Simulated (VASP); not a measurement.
Write the native input for VASP 6.6.1 that does the following.

* Task: single point
* Functional: PBE
* Potentials or basis: VASP PAW PBE potentials, release 64 (Yb, B)
* Cutoff: 520 eV
* k mesh: 8 × 8 × 6
* Occupations: fermi-dirac, width 0.05 eV
* Spin: collinear spin, ferromagnetic start
* Starting moments: [0.5, 0.0, 0.0] μB
* Fixed moment: 0.5 μB
* Dipole correction: no
* Further INCAR settings: ALGO = Normal; EDIFF = 1e-06; NBANDS = 26

The structure of YbB2 lies in POSCAR:

```
YbB2
1.0
    3.2503000000      0.0000000000      0.0000000000
   -1.6251500000      2.8148423699      0.0000000000
    0.0000000000      0.0000000000      3.7315000000
Yb B
1 2
Direct
    0.0000000000      0.0000000000      0.0000000000
    0.6666666667      0.3333333333      0.5000000000
    0.3333333333      0.6666666667      0.5000000000
```

The input as run:

INCAR

```
PREC = Accurate
ENCUT = 520
EDIFF = 1E-6
ISMEAR = -1
SIGMA = 0.05
LREAL = F
LASPH = T
NELM = 150
ALGO = Normal
ISIF = 2
LWAVE = F
LCHARG = T
ISPIN = 2
MAGMOM = 0.5 0 0
LORBIT = 11
NUPDOWN = 0.5
LMAXMIX = 6
GGA = PE
LELF = T
LVHAR = T
NBANDS = 26
```

KPOINTS

```
regular mesh
0
Gamma
  8 8 6
```

Potentials or basis: VASP PAW PBE potentials, release 64 (Yb, B).

Run with:

```bash
$ cat potpaw_PBE.64/Yb/POTCAR potpaw_PBE.64/B/POTCAR > POTCAR
$ mpirun -np 1 vasp_std > vasp.out
```

Results of the run:

- Pressure: 3.6 GPa
- Net moment: 0.50 μB per cell
- Site moments: Yb +0.39; B +0.03 μB
- Valence electrons inside the program's atomic spheres: Yb 22.36; B 1.83

Caveat: the stress differs along the axes, from 1 to 9 GPa; the total moment is fixed, so each spin has its own Fermi level and the state may be an excited one.

Run time: 66 s on 1 thread of Intel(R) Xeon(R) 6975P-C (Granite Rapids) (shared host), peak memory 0.21 GiB.
